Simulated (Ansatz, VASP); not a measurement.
Re in VASP and in Ansatz

INCAR

```
SYSTEM = Re
PREC = Accurate
ENCUT = 520
EDIFF = 1E-7
ISMEAR = -1
SIGMA = 0.05
LREAL = .False.
LASPH = .True.
NELM = 60
ALGO = Normal
ISIF = 2
LWAVE = .False.
LCHARG = .False.
GGA = PE
NBANDS = 10
```

Contents of KPOINTS:

```
Automatic mesh
0
Gamma
  14 14 14
  0 0 0
```

File POSCAR:

```
Re
1.0
    0.0296250000      1.9898125000      1.9898125000
    1.9898125000      0.0296250000      1.9898125000
    1.9898125000      1.9898125000      0.0296250000
Re
1
Direct
    0.0000000000      0.0000000000      0.0000000000
```

Input for Ansatz:

```yaml
crystal:
  lattice:
    - [0.029625, 1.9898125, 1.9898125]
    - [1.9898125, 0.029625, 1.9898125]
    - [1.9898125, 1.9898125, 0.029625]
  atoms:
    - { symbol: Re, position: [0.0, 0.0, 0.0] }
kpoints:
  mp_grid: { grid: [14, 14, 14] }
scf:
  occupations: { method: fermi_dirac, width: 0.05 }
hamiltonian:
  xc: pbe
  pseudopotentials: { kind: all_electron, lapw: { basis_error: 0.00025 } }
output:
  forces: true
  stress: true
  eigenvalues: true
```

Change from the starting cell: equal xy, yz and zx shear strains of +1.5 %.

Alike in both runs: task single point; functional PBE; k mesh 14 × 14 × 14; occupations fermi-dirac, width 0.05 eV; no spin polarisation.

|  | VASP | Ansatz |
| --- | --- | --- |
| version | VASP 6.6.1 | Ansatz 0.2.0 |
| potentials or method | VASP PAW PBE potentials, release 64 (Re), cutoff 520 eV | all-electron LAPW, scalar-relativistic |

```csv
,VASP,Ansatz,Ansatz less VASP
pressure (GPa),-9.5,-8.7,+0.81
"traceless stress, the component that is largest in VASP (GPa)",-2.60,-2.63,-0.031
```

Ansatz ran all-electron here, and VASP with PAW potentials.

Neither program's run includes spin-orbit coupling.
